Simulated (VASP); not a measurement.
# Au (P6_3/mmc) in VASP: notebook

Au is run at these levels: PBEsol; tasks: single point.

All numbers are computed with VASP 6.6.1; they aren't measurements. Logs are shortened: lines on timing, memory, paths and dates and some standing lists are left out, and cuts for length are marked.

### Step 1. The cell of the first run

It takes space group P6_3/mmc (No. 194, hexagonal). The conventional cell has a = 2.722 Å, b = 2.722 Å, c = 4.551 Å, α = 90.00°, β = 90.00°, γ = 120.00°. Within 3.6 Å of Au (site symmetry -6m2) lie 12 Au at 2.72 to 2.77 Å.

This isn't the form of Au at room conditions, which is fcc.

### Step 2. Single point, PBEsol (strain -0.050 along x and y, -0.050 along z)

File INCAR:

```
ALGO = Fast
EDIFF = 1E-7
ENCUT = 520
GGA = PS
ISIF = 2
ISMEAR = 0
LASPH = True
LCHARG = False
LREAL = False
LWAVE = False
NBANDS = 18
NELM = 60
PREC = Accurate
SIGMA = 0.15
```

File KPOINTS:

```
k-points
0
Gamma
  24 24 12
```

File POSCAR:

```
Au
1.0
    2.7219306150      0.0000000000      0.0000000000
   -1.3609653075      2.3572610599      0.0000000000
    0.0000000000      0.0000000000      4.5510491130
Au
2
Direct
    0.3333333333      0.6666666667      0.7500000000
    0.6666666667      0.3333333333      0.2500000000
```

Potentials or basis: VASP PAW PBE potentials, release 64 (Au).

Launch:

```console
$ cat potpaw_PBE.64/Au/POTCAR > POTCAR
$ mpirun -np 1 vasp_std > vasp.out
```

OUTCAR:

```text
EDIFF = 1E-7
   ENCUT = 520
   GGA = PS
   ISIF = 2
   ISMEAR = 0
   LASPH = True
   LREAL = False
   NELM = 60
   PREC = Accurate

 ion  position               nearest neighbor table
   1  0.333  0.667  0.750-   2 2.77   2 2.77   2 2.77   2 2.77   2 2.77   2 2.77
   2  0.667  0.333  0.250-   1 2.77   1 2.77   1 2.77   1 2.77   1 2.77   1 2.77

  LATTYP: Found a hexagonal cell.
 ALAT       =     2.7219306150
 C/A-ratio  =     1.6719930655

  Lattice vectors:

 A1 = (   2.7219306150,   0.0000000000,   0.0000000000)
 A2 = (  -1.3609653075,   2.3572610599,   0.0000000000)
 A3 = (   0.0000000000,   0.0000000000,   4.5510491130)

Analysis of symmetry for initial positions (statically):
=====================================================================
 Subroutine PRICEL returns:
 Original cell was already a primitive cell.

 Routine SETGRP: Setting up the symmetry group for a
 hexagonal supercell.

 Subroutine GETGRP returns: Found 24 space group operations
 (whereof 12 operations were pure point group operations)
 out of a pool of 24 trial point group operations.

The static configuration has the point symmetry D_3d.
 The point group associated with its full space group is D_6h.

Analysis of symmetry for dynamics (positions and initial velocities):
=====================================================================
 Subroutine PRICEL returns:
 Original cell was already a primitive cell.

 Routine SETGRP: Setting up the symmetry group for a
 hexagonal supercell.

 Subroutine GETGRP returns: Found 24 space group operations
 (whereof 12 operations were pure point group operations)
 out of a pool of 24 trial point group operations.

The dynamic configuration has the point symmetry D_3d.
 The point group associated with its full space group is D_6h.

 Subroutine INISYM returns: Found 24 space group operations
 (whereof 12 operations are pure point group operations),
 and found     1 'primitive' translations

----------------------------------------------------------------------------------------

                                     Primitive cell

  volume of cell :      29.2009

  direct lattice vectors                    reciprocal lattice vectors
     2.721930615  0.000000000  0.000000000     0.367386294  0.212110575  0.000000000
    -1.360965308  2.357261060  0.000000000     0.000000000  0.424221151  0.000000000
     0.000000000  0.000000000  4.551049113     0.000000000  0.000000000  0.219729556

  length of vectors
     2.721930615  2.721930615  4.551049113     0.424221151  0.424221151  0.219729556

  position of ions in fractional coordinates (direct lattice)
     0.333333333  0.666666667  0.750000000
     0.666666667  0.333333333  0.250000000

  ion indices of the primitive-cell ions
   primitive index   ion index
                 1           1
                 2           2

----------------------------------------------------------------------------------------

 KPOINTS: k-points

Automatic generation of k-mesh.
 Grid dimensions read from file:
 generate k-points for:   24   24   12

 Generating k-lattice:

  Cartesian coordinates                     Fractional coordinates (reciprocal lattice)
     0.015307762  0.008837941  0.000000000     0.041666667  0.000000000  0.000000000
     0.000000000  0.017675881  0.000000000     0.000000000  0.041666667  0.000000000
     0.000000000  0.000000000  0.018310796     0.000000000  0.000000000  0.083333333

  Length of vectors
     0.017675881  0.017675881  0.018310796

  Shift w.r.t. Gamma in fractional coordinates (k-lattice)
     0.000000000  0.000000000  0.000000000

 Subroutine IBZKPT returns following result:
 ===========================================

 Found    427 irreducible k-points:

 Following reciprocal coordinates:
            Coordinates               Weight
  0.000000  0.000000  0.000000      1.000000
  0.041667  0.000000  0.000000      6.000000
  0.083333  0.000000  0.000000      6.000000
  0.125000  0.000000  0.000000      6.000000
  0.166667  0.000000  0.000000      6.000000
  0.208333  0.000000  0.000000      6.000000
[... 16 lines left out ...]
  0.416667  0.041667  0.000000     12.000000
  0.458333  0.041667  0.000000     12.000000
 [... further k-points ...]
   k-points           NKPTS =    427   k-points in BZ     NKDIM =    427   number of bands    NBANDS=     18
   number of dos      NEDOS =    301   number of ions     NIONS =      2
   total plane-waves  NPLWV =  14400
   dimension x,y,z NGX =    20 NGY =   20 NGZ =   36
   dimension x,y,z NGXF=    40 NGYF=   40 NGZF=   72
   ions per type =               2
   NGX,Y,Z   is equivalent  to a cutoff of  12.22, 12.22, 13.15 a.u.
   NGXF,Y,Z  is equivalent  to a cutoff of  24.43, 24.43, 26.30 a.u.
 SYSTEM =  unknown system
   PREC   = accura    normal or accurate (medium, high low for compatibility)
   ISTART =      0    job   : 0-new  1-cont  2-samecut
   ICHARG =      2    charge: 1-file 2-atom 10-const
   ISPIN  =      1    spin polarized calculation?
   LNONCOLLINEAR =      F non collinear calculations
   LSORBIT =      F    spin-orbit coupling
   LASPH  =      T    aspherical Exc in radial PAW
   ENCUT  =  520.0 eV  38.22 Ry    6.18 a.u.   5.06  5.06  8.46*2*pi/ulx,y,z
   NELM   =     60;   NELMIN=  2; NELMDL= -5     # of ELM steps
   EDIFF  = 0.1E-06   stopping-criterion for ELM
   LREAL  =      F    real-space projection
   EDIFFG = 0.1E-05   stopping-criterion for IOM
   NSW    =      0    number of steps for IOM
   IBRION =     -1    ionic relax: 0-MD 1-quasi-New 2-CG
   NFREE  =      0    steps in history (QN), initial steepest desc. (CG)
   ISIF   =      2    stress and relaxation
   ISYM   =      2    0-nonsym 1-usesym 2-fastsym
   POTIM  = 0.5000    time-step for ionic-motion
   TEBEG  =    0.0;   TEEND  =   0.0 temperature during run
   PSTRESS=    0.0 pullay stress
   NELECT =      22.0000    total number of electrons
   NUPDOWN=      -1.0000    fix difference up-down
   EMIN   =  10.00;   EMAX   =-10.00  energy-range for DOS
   EFERMI =   0.00;   METHOD = LEGACY
   ISMEAR =     0;   SIGMA  =   0.15  broadening in eV -4-tet -1-fermi 0-gaus
   EFERMI_NEDOS =   21; number of points for ismear=-14 and -15
   IALGO  =     68    algorithm
   IMIX   =      4    mixing-type and parameters
     AMIX     =   0.40;   BMIX     =  1.00
     AMIX_MAG =   1.60;   BMIX_MAG =  1.00
  volume/ion in A,a.u.               =      14.60        98.53
  Fermi-wavevector in a.u.,A,eV,Ry     =   1.489648  2.815026 30.192021  2.219051
  Thomas-Fermi vector in A             =   2.602530
   LORBIT       =      0    0 simple, 1 ext, 2 COOP (PROOUT), +10 PAW based schemes
   GGA     = PS    functional components
   LHFCALC =     F    Hartree Fock is set to
   AEXX    =    0.0000 exact exchange contribution
   IVDW    =     0    specifies the selected vdW correction
   LEPSILON=     F    determine dielectric tensor
   LRPA    =     F    only Hartree local field effects (RPA)
 non-spin polarized calculation
 RMM-DIIS sequential band-by-band and
 Gauss-broadening in eV      SIGMA  =   0.15
  energy-cutoff  :      520.00
  volume of cell :       29.20
 maximum number of plane-waves:       801
   NGX = 11   NGY = 11   NGZ = 17

 number of electron      22.0000002 magnetization

 Free energy of the ion-electron system (eV)
  ---------------------------------------------------
  ext. energy  EPLUGINS =         0.00000000
  ---------------------------------------------------
  free energy    TOTEN  =        -7.31297360 eV

  energy without entropy =       -7.30545508  energy(sigma->0) =       -7.30921434

 E-fermi :  12.1135     XC(G=0): -13.8172

 val. band max:       12.1091907566   @ k =   0.3333   0.1667   0.0833
 cond. band min:      12.1215812174   @ k =   0.3333   0.0000   0.3333
 fundamental gap:      0.0123904608
 Fermi energy:        12.1134909717

 k-point     1 :       0.0000    0.0000    0.0000
  band No.  band energies     occupation
      1       0.4054      2.00000
      2       3.1048      2.00000
      3       6.2714      2.00000
      4       6.5957      2.00000
      5       6.5957      2.00000
      6       7.0223      2.00000
[... 10 lines left out ...]
     17      32.1463      0.00000
     18      32.1464      0.00000

 k-point     2 :       0.0417    0.0000    0.0000
  band No.  band energies     occupation
      1       0.4694      2.00000
      2       3.1601      2.00000
      3       6.2384      2.00000
      4       6.6208      2.00000
      5       6.6429      2.00000
      6       6.9938      2.00000
[... 10 lines left out ...]
     17      31.7090      0.00000
     18      31.7861      0.00000

 k-point     3 :       0.0833    0.0000    0.0000
  band No.  band energies     occupation
      1       0.6588      2.00000
      2       3.3205      2.00000
      3       6.1411      2.00000
      4       6.6946      2.00000
      5       6.7833      2.00000
      6       6.9222      2.00000
[... 10 lines left out ...]
     17      30.8892      0.00000
     18      30.9536      0.00000

 k-point     4 :       0.1250    0.0000    0.0000
  band No.  band energies     occupation
      1       0.9656      2.00000
      2       3.5663      2.00000
      3       5.9999      2.00000
      4       6.7120      2.00000
      5       6.9353      2.00000
      6       7.0125      2.00000
[... 375 lines left out ...]
      4       6.6460      2.00000
      5       6.6985      2.00000
      6       6.9449      2.00000
[... 10 lines left out ...]
     17      25.3888      0.00000
     18      28.0690      0.00000

 k-point    23 :       0.4167    0.0417    0.0000
  band No.  band energies     occupation
      1       3.7062      2.00000
      2       3.8310      2.00000
      3       4.3847      2.00000
      4       6.5957      2.00000
      5       6.8489      2.00000
      6       6.9899      2.00000
[... 10 lines left out ...]
     17      24.9409      0.00000
     18      27.6463      0.00000

 k-point    24 :       0.4583    0.0417    0.0000
  band No.  band energies     occupation
      1       3.6946      2.00000
      2       3.8229      2.00000
      3       4.3048      2.00000
      4       6.5725      2.00000
      5       6.7975      2.00000
      6       7.1782      2.00000
[... 10 lines left out ...]
     17      24.6666      0.00000
     18      27.4211      0.00000

 [... further k-points ...]
[... 5 lines left out ...]
  --------------------------------------------------------------------------------------
  -------------------------------------------------------------------------------------
  Total        7.5291676      7.5291676      7.3563038      0.0000000      0.0000000      0.0000000
  in kB      413.1058012    413.1058012    403.6212161      0.0000000      0.0000000      0.0000000
  external PRESSURE =     409.9442728 kB  Pullay stress =       0.0000000 kB

 VOLUME and BASIS-vectors are now :
 -----------------------------------------------------------------------------
  energy-cutoff  :      520.00
  volume of cell :       29.20
      direct lattice vectors                 reciprocal lattice vectors
     2.721930615  0.000000000  0.000000000     0.367386294  0.212110575  0.000000000
    -1.360965308  2.357261060  0.000000000     0.000000000  0.424221151  0.000000000
     0.000000000  0.000000000  4.551049113     0.000000000  0.000000000  0.219729556

 POSITION                                       TOTAL-FORCE (eV/Angst)
 -----------------------------------------------------------------------------------
     -0.00000      1.57151      3.41329        -0.000000      0.000000      0.000000
      1.36097      0.78575      1.13776         0.000000     -0.000000      0.000000
 -----------------------------------------------------------------------------------
    total drift:                               -0.000000      0.000000     -0.000000

  FREE ENERGIE OF THE ION-ELECTRON SYSTEM (eV)
  ---------------------------------------------------
  free  energy   TOTEN  =        -7.3129736017 eV

  energy  without entropy=       -7.3054550827  energy(sigma->0) =       -7.30921434
```

Run time: 97 s. Hardware: 1 thread of AMD EPYC 9R45 (Zen 5), shared host; peak memory 0.26 GiB.

What came out:

| Item | Value |
| --- | --- |
| Free energy | -7.3130 eV |
| Pressure | 41.0 GPa |
| Band gap on the k mesh | zero (bands 11 and 12 overlap by 7.99 eV) |

Caveat: the cell differs from its parent crystal (strain -0.050 along x and y, -0.050 along z); the cell stands under pressure; the PAW data sets were made with another functional, which shifts forces and pressure a little; spin-orbit coupling is left out, which moves the levels of the heavy elements.

### Step 3. Single point, PBEsol (strain -0.050 along x and y, -0.025 along z)

File INCAR:

```
PREC = Accurate ; ENCUT = 520
EDIFF = 1E-6 ; ISMEAR = 0
SIGMA = 0.15 ; LREAL = False
LASPH = True ; NELM = 60
ALGO = Fast ; ISIF = 2
LWAVE = False ; LCHARG = False
GGA = PS ; NBANDS = 18
```

File KPOINTS:

```
regular mesh
0
Gamma
  24 24 12
```

POSCAR: that of step 2 with these lines changed.

```diff
@@ -4,3 +4,3 @@
    -1.3609653075      2.3572610599      0.0000000000
-    0.0000000000      0.0000000000      4.5510491130
+    0.0000000000      0.0000000000      4.6708135634
 Au
```

Potentials or basis: VASP PAW PBE potentials, release 64 (Au).

Launch:

```console
$ cat potpaw_PBE.64/Au/POTCAR > POTCAR
$ mpirun -np 1 vasp_std > vasp.out
```

It took 85 s on 1 thread of AMD EPYC 9R45 (Zen 5), shared host; peak memory 0.26 GiB.

Results (log left out):

```
Free energy            : -7.4755 eV
Pressure               : 32.0 GPa
Band gap on the k mesh : zero (bands 11 and 12 overlap by 7.95 eV)
```

Stress tensor (GPa, compression positive):
```
34.13  0.00  0.00
 0.00 34.13  0.00
 0.00  0.00 27.68
```

Levels at points of the mesh, in eV from the Fermi level:
```
           k point  band 8  band 9  band 10  band 11  band 12  band 13  band 14  band 15
(0.00, 0.00, 0.00)   -3.96   -3.96    -2.37    -2.37    -2.09     3.02    14.45    15.26
(0.50, 0.00, 0.00)   -2.13   -1.86    -1.66     0.42     1.97     5.99     7.55     8.23
(0.00, 0.00, 0.50)   -5.40   -2.93    -2.93    -2.93    -2.93    10.92    10.92    14.87
(0.50, 0.00, 0.50)   -2.80   -1.74    -1.74     0.12     0.12     4.78     4.78    13.37
```

Caveat: the cell differs from its parent crystal (strain -0.050 along x and y, -0.025 along z); the stress differs along the axes, from 28 to 34 GPa; the PAW data sets were made with another functional, which shifts forces and pressure a little; spin-orbit coupling is left out, which moves the levels of the heavy elements.

(Continued in part 2 of 3.)

The gap in the log of VASP goes by the Fermi energy; the results here count the filled bands.